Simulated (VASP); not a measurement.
Input of a VASP 6.6.1 run:

The input INCAR:

```
PREC = Accurate
ENCUT = 520
EDIFF = 1E-6
ISMEAR = 0
SIGMA = 0.1
LREAL = F
LASPH = T
NELM = 100
ALGO = Normal
ISIF = 2
LWAVE = F
LCHARG = F
NBANDS = 44
```

KPOINTS

```
regular mesh
0
Gamma
  4 4 4
```

File POSCAR:

```
CO2
1.0
   -4.4587122205      3.8866653482      2.3188022813
    4.4587122205     -3.8866653482      2.3188022813
    4.4587122205      3.8866653482     -2.3188022813
C O
4 8
Direct
    0.8498617486      0.5919712417      0.4411108089
    0.1508604328      0.4087509397      0.5588891911
    0.8498617486      0.9087509397      0.7578905069
    0.1508604328      0.0919712417      0.2421094931
    0.9240988431      0.7679704984      0.2715787226
    0.0612253287      0.0612253287      0.0000000000
    0.4963917758      0.2679704984      0.3438716552
    0.4963917758      0.6525201206      0.7284212774
    0.1245195316      0.2729808509      0.3515386808
    0.9214421701      0.7729808509      0.6484613192
    0.0612253287      0.5612253287      0.5000000000
    0.9240988431      0.1525201206      0.6561283448
```

Potentials or basis: VASP PAW LDA potentials, release 64 (C, O).

Launch:

```sh
$ cat potpaw_LDA.64/C/POTCAR potpaw_LDA.64/O/POTCAR > POTCAR
$ mpirun -np 1 vasp_std > vasp.out
```

Question: What does it give for the largest force?

Answer: 2.034 eV/Å.

Question: Estimate the band gap on the k mesh.

Answer: 3.60 eV (least direct gap 3.76 eV).

Question: What does it give for the pressure?

Answer: -28.3 GPa.

Forces on the atoms (eV/Å):
```
C    1.660 -1.133 -0.313
C   -1.660  1.133 -0.313
C   -1.660 -1.133 -0.313
C    1.660  1.133 -0.313
O   -0.676 -0.129  0.083
O    0.000  0.000  0.250
O   -0.676  0.129  0.083
O    0.676  0.129  0.083
O    0.000 -1.017  0.210
O    0.000  1.017  0.210
O    0.000  0.000  0.250
O    0.676 -0.129  0.083
```

Caveat: the cell stands under tension; forces of over 1 eV/Å act on the atoms, so gaps and moduli don't describe the material at rest. A k mesh can miss the band edges.
